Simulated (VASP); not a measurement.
# HgTe (CsCl type) (Pm-3m) in VASP: relaxation of cell and atoms with PBE

Aim: the relaxation of cell and atoms of HgTe (CsCl type) with PBE.

Program: VASP 6.6.1. These are calculated values, not measurements. Logs are shortened: lines on timing, memory, paths and dates and some standing lists are left out, and cuts for length are marked.

## (1) The cell of the first run

The structure is cubic, space group Pm-3m (No. 221). The conventional cell has a = 3.439 Å, b = 3.439 Å, c = 3.439 Å, α = 90.00°, β = 90.00°, γ = 90.00°. Hg (site symmetry m-3m) has 8 Te at 2.98 Å and 6 Hg at 3.44 Å within 3.9 Å. Te (site symmetry m-3m) has 8 Hg at 2.98 Å and 6 Te at 3.44 Å within 3.9 Å.

## (2) Relaxation of cell and atoms, PBE

INCAR

```
PREC = Accurate ; ENCUT = 600
EDIFF = 1E-6 ; ISMEAR = -1
SIGMA = 0.05 ; LREAL = F
LASPH = T ; NELM = 100
ALGO = Normal ; ISIF = 3
LWAVE = F ; LCHARG = F
GGA = PE ; IBRION = 2
NSW = 60 ; EDIFFG = -0.005
```

KPOINTS

```
regular mesh
0
Gamma
  11 11 11
```

POSCAR

```
HgTe
1.0
    3.4391055875      0.0000000000      0.0000000000
    0.0000000000      3.4391055875      0.0000000000
    0.0000000000      0.0000000000      3.4391055875
Hg Te
1 1
Direct
    0.0000000000      0.0000000000      0.0000000000
    0.5000000000      0.5000000000      0.5000000000
```

Potentials or basis: VASP PAW PBE potentials, release 64 (Hg, Te).

Launch:

```sh
cat potpaw_PBE.64/Hg/POTCAR potpaw_PBE.64/Te/POTCAR > POTCAR
mpirun -np 1 vasp_std > vasp.out
```

OUTCAR:

```text
PREC = Accurate
   ENCUT = 600
   EDIFF = 1E-6
   ISMEAR = -1
   LREAL = F
   LASPH = T
   NELM = 100
   ISIF = 3
   GGA = PE
   IBRION = 2
   NSW = 60
   EDIFFG = -0.005

 ion  position               nearest neighbor table
   1  0.000  0.000  0.000-   2 2.98   2 2.98   2 2.98   2 2.98   2 2.98   2 2.98   2 2.98   2 2.98

   2  0.500  0.500  0.500-   1 2.98   1 2.98   1 2.98   1 2.98   1 2.98   1 2.98   1 2.98   1 2.98

  LATTYP: Found a simple cubic cell.
 ALAT       =     3.4391055875

  Lattice vectors:

 A1 = (   3.4391055875,   0.0000000000,   0.0000000000)
 A2 = (   0.0000000000,   3.4391055875,   0.0000000000)
 A3 = (   0.0000000000,   0.0000000000,   3.4391055875)

Analysis of symmetry for initial positions (statically):
=====================================================================
 Subroutine PRICEL returns:
 Original cell was already a primitive cell.

 Routine SETGRP: Setting up the symmetry group for a
 simple cubic supercell.

 Subroutine GETGRP returns: Found 48 space group operations
 (whereof 48 operations were pure point group operations)
 out of a pool of 48 trial point group operations.

The static configuration has the point symmetry O_h .

Analysis of symmetry for dynamics (positions and initial velocities):
=====================================================================
 Subroutine PRICEL returns:
 Original cell was already a primitive cell.

 Routine SETGRP: Setting up the symmetry group for a
 simple cubic supercell.

 Subroutine GETGRP returns: Found 48 space group operations
 (whereof 48 operations were pure point group operations)
 out of a pool of 48 trial point group operations.

The dynamic configuration has the point symmetry O_h .

 Subroutine INISYM returns: Found 48 space group operations
 (whereof 48 operations are pure point group operations),
 and found     1 'primitive' translations

----------------------------------------------------------------------------------------

                                     Primitive cell

  volume of cell :      40.6758

  direct lattice vectors                    reciprocal lattice vectors
     3.439105587  0.000000000  0.000000000     0.290773277  0.000000000  0.000000000
     0.000000000  3.439105587  0.000000000     0.000000000  0.290773277  0.000000000
     0.000000000  0.000000000  3.439105587     0.000000000  0.000000000  0.290773277

  length of vectors
     3.439105587  3.439105587  3.439105587     0.290773277  0.290773277  0.290773277

  position of ions in fractional coordinates (direct lattice)
     0.000000000  0.000000000  0.000000000
     0.500000000  0.500000000  0.500000000

  ion indices of the primitive-cell ions
   primitive index   ion index
                 1           1
                 2           2

----------------------------------------------------------------------------------------

 KPOINTS: regular mesh

Automatic generation of k-mesh.
 Grid dimensions read from file:
 generate k-points for:   11   11   11

 Generating k-lattice:

  Cartesian coordinates                     Fractional coordinates (reciprocal lattice)
     0.026433934  0.000000000  0.000000000     0.090909091  0.000000000  0.000000000
     0.000000000  0.026433934  0.000000000     0.000000000  0.090909091  0.000000000
     0.000000000  0.000000000  0.026433934     0.000000000  0.000000000  0.090909091

  Length of vectors
     0.026433934  0.026433934  0.026433934

  Shift w.r.t. Gamma in fractional coordinates (k-lattice)
     0.000000000  0.000000000  0.000000000

 Subroutine IBZKPT returns following result:
 ===========================================

 Found     56 irreducible k-points:

 Following reciprocal coordinates:
            Coordinates               Weight
  0.000000  0.000000  0.000000      1.000000
  0.090909  0.000000  0.000000      6.000000
  0.181818  0.000000  0.000000      6.000000
  0.272727  0.000000  0.000000      6.000000
  0.363636  0.000000  0.000000      6.000000
  0.454545  0.000000  0.000000      6.000000
[... 16 lines left out ...]
  0.181818  0.090909  0.090909     24.000000
  0.272727  0.090909  0.090909     24.000000
 [... further k-points ...]
   k-points           NKPTS =     56   k-points in BZ     NKDIM =     56   number of bands    NBANDS=     13
   number of dos      NEDOS =    301   number of ions     NIONS =      2
   total plane-waves  NPLWV =  21952
   dimension x,y,z NGX =    28 NGY =   28 NGZ =   28
   dimension x,y,z NGXF=    56 NGYF=   56 NGZF=   56
   ions per type =               1   1
   NGX,Y,Z   is equivalent  to a cutoff of  13.54, 13.54, 13.54 a.u.
   NGXF,Y,Z  is equivalent  to a cutoff of  27.07, 27.07, 27.07 a.u.
 SYSTEM =  unknown system
   PREC   = accura    normal or accurate (medium, high low for compatibility)
   ISTART =      0    job   : 0-new  1-cont  2-samecut
   ICHARG =      2    charge: 1-file 2-atom 10-const
   ISPIN  =      1    spin polarized calculation?
   LNONCOLLINEAR =      F non collinear calculations
   LSORBIT =      F    spin-orbit coupling
   LASPH  =      T    aspherical Exc in radial PAW
   ENCUT  =  600.0 eV  44.10 Ry    6.64 a.u.   6.87  6.87  6.87*2*pi/ulx,y,z
   NELM   =    100;   NELMIN=  2; NELMDL= -5     # of ELM steps
   EDIFF  = 0.1E-05   stopping-criterion for ELM
   LREAL  =      F    real-space projection
   EDIFFG = -.5E-02   stopping-criterion for IOM
   NSW    =     60    number of steps for IOM
   IBRION =      2    ionic relax: 0-MD 1-quasi-New 2-CG
   NFREE  =      1    steps in history (QN), initial steepest desc. (CG)
   ISIF   =      3    stress and relaxation
   ISYM   =      2    0-nonsym 1-usesym 2-fastsym
   POTIM  = 0.5000    time-step for ionic-motion
   TEBEG  =    0.0;   TEEND  =   0.0 temperature during run
   PSTRESS=    0.0 pullay stress
   NELECT =      18.0000    total number of electrons
   NUPDOWN=      -1.0000    fix difference up-down
   EMIN   =  10.00;   EMAX   =-10.00  energy-range for DOS
   EFERMI =   0.00;   METHOD = LEGACY
   ISMEAR =    -1;   SIGMA  =   0.05  broadening in eV -4-tet -1-fermi 0-gaus
   EFERMI_NEDOS =   21; number of points for ismear=-14 and -15
   IALGO  =     38    algorithm
   IMIX   =      4    mixing-type and parameters
     AMIX     =   0.40;   BMIX     =  1.00
     AMIX_MAG =   1.60;   BMIX_MAG =  1.00
  volume/ion in A,a.u.               =      20.34       137.25
  Fermi-wavevector in a.u.,A,eV,Ry     =   1.247537  2.357503 21.175413  1.556349
  Thomas-Fermi vector in A             =   2.381665
   LORBIT       =      0    0 simple, 1 ext, 2 COOP (PROOUT), +10 PAW based schemes
   GGA     = PE    functional components
   LHFCALC =     F    Hartree Fock is set to
   AEXX    =    0.0000 exact exchange contribution
   IVDW    =     0    specifies the selected vdW correction
   LEPSILON=     F    determine dielectric tensor
   LRPA    =     F    only Hartree local field effects (RPA)
 conjugate gradient relaxation of ions
 non-spin polarized calculation
  energy-cutoff  :      600.00
  volume of cell :       40.68
 maximum number of plane-waves:      1374
 NGX is ok and might be reduce to    28
   NGX = 13   NGY = 13   NGZ = 13

--------------------------------------- Ionic step        1  -------------------------------------------

 number of electron      17.9999996 magnetization

 Free energy of the ion-electron system (eV)
  ---------------------------------------------------
  ext. energy  EPLUGINS =         0.00000000
  ---------------------------------------------------
  free energy    TOTEN  =        -1.80910292 eV

  energy without entropy =       -1.80244827  energy(sigma->0) =       -1.80577560

 E-fermi :   8.6928     XC(G=0): -11.6854

 val. band max:        8.6848268447   @ k =   0.3636   0.0909   0.0909
 cond. band min:       8.7326232899   @ k =   0.4545   0.0909   0.0000
 fundamental gap:      0.0477964452
 Fermi energy:         8.6927736991

 k-point     1 :       0.0000    0.0000    0.0000
  band No.  band energies     occupation
      1      -6.0919      2.00000
      2       0.5598      2.00000
      3       0.5598      2.00000
      4       1.5362      2.00000
      5       1.5362      2.00000
      6       1.5362      2.00000
      7       7.1044      2.00000
      8       7.1044      2.00000
      9       7.1044      2.00000
     10       7.4437      2.00000
     11      14.1384      0.00000
     12      14.1384      0.00000
     13      20.7853      0.00000
[... 927 lines left out ...]
 POSITION                                       TOTAL-FORCE (eV/Angst)
 -----------------------------------------------------------------------------------
      0.00000      0.00000      0.00000         0.000000      0.000000      0.000000
      1.90383      1.90383      1.90383        -0.000000     -0.000000      0.000000
 -----------------------------------------------------------------------------------
    total drift:                               -0.000000      0.000000     -0.000000

  FREE ENERGIE OF THE ION-ELECTRON SYSTEM (eV)
  ---------------------------------------------------
  free  energy   TOTEN  =        -2.8347482562 eV

  energy  without entropy=       -2.8245467194  energy(sigma->0) =       -2.82964749

--------------------------------------- Ionic step        6  -------------------------------------------

 number of electron      17.9999999 magnetization

 Free energy of the ion-electron system (eV)
  ---------------------------------------------------
  ext. energy  EPLUGINS =         0.00000000
  ---------------------------------------------------
  free energy    TOTEN  =        -2.83474326 eV

  energy without entropy =       -2.82456819  energy(sigma->0) =       -2.82965572

 E-fermi :   4.6253     XC(G=0): -10.1545

 val. band max:        4.5981408186   @ k =   0.2727   0.0909   0.0000
 cond. band min:       4.6327587934   @ k =   0.3636   0.0909   0.0909
 fundamental gap:      0.0346179747
 Fermi energy:         4.6252637340

 k-point     1 :       0.0000    0.0000    0.0000
  band No.  band energies     occupation
      1      -7.5066      2.00000
      2      -1.8258      2.00000
      3      -1.8258      2.00000
      4      -1.3682      2.00000
      5      -1.3682      2.00000
      6      -1.3682      2.00000
      7       2.4956      2.00000
      8       3.7890      2.00000
      9       3.7890      2.00000
     10       3.7890      2.00000
     11      10.3347      0.00000
     12      10.3347      0.00000
     13      14.3263      0.00000
[... 390 lines left out ...]
 POSITION                                       TOTAL-FORCE (eV/Angst)
 -----------------------------------------------------------------------------------
      0.00000      0.00000      3.80615         0.000000      0.000000      0.000000
      1.90308      1.90308      1.90308        -0.000000     -0.000000      0.000000
 -----------------------------------------------------------------------------------
    total drift:                               -0.000000      0.000000      0.000000

  FREE ENERGIE OF THE ION-ELECTRON SYSTEM (eV)
  ---------------------------------------------------
  free  energy   TOTEN  =        -2.8347432564 eV

  energy  without entropy=       -2.8245681892  energy(sigma->0) =       -2.82965572

 reached required accuracy - stopping structural energy minimisation
```

Wall time 71 s (1 thread of AMD EPYC 7R13 (Zen 3), shared host); peak memory 0.16 GiB.

Results:

```
Free energy                           : -2.8347 eV
Relaxed volume                        : 27.57 Å³/atom
Relaxed cell                          : a = 3.806 Å, b = 3.806 Å, c = 3.806 Å, α = 90.00°, β = 90.00°, γ = 90.00°
Space group after relaxing (to 0.1 Å) : Pm-3m (No. 221)
Energy gained by relaxing             : 512.8 meV/atom
Ionic steps                           : 6
Pressure after relaxing               : 0.0 GPa
Band gap on the k mesh                : zero (bands 9 and 10 overlap by 1.85 eV)
```

The path:
```
step  energy change (eV)  largest force (eV/Å)  pressure (GPa)  volume (Å³)
   1              0.0000                0.0000           31.35        40.68
   2             -0.7410                0.0000           -5.17        68.89
   3             -1.0256                0.0000            0.16        55.00
   4             -1.0256                0.0000           -0.09        55.32
   5             -1.0256                0.0000           -0.03        55.20
   6             -1.0256                0.0000            0.03        55.14
```

Final structure:
```
Hg Te
1.0
     3.80615    0.00000    0.00000
     0.00000    3.80615    0.00000
     0.00000    0.00000    3.80615
Hg Te
1 1
Cartesian
  0.0000 0.0000 3.8062
  1.9031 1.9031 1.9031
```

Levels at points of the mesh, in eV from the Fermi level:
| k point | band 5 | band 6 | band 7 | band 8 | band 9 | band 10 | band 11 | band 12 | band 13 |
| --- | --- | --- | --- | --- | --- | --- | --- | --- | --- |
| (0.00, 0.00, 0.00) | -5.99 | -5.99 | -2.13 | -0.84 | -0.84 | -0.84 | 5.71 | 5.71 | 9.70 |

Caveat: the volume moved by over 15 % at a fixed basis, so the end points are rough; spin-orbit coupling is left out, which moves the levels of the heavy elements.
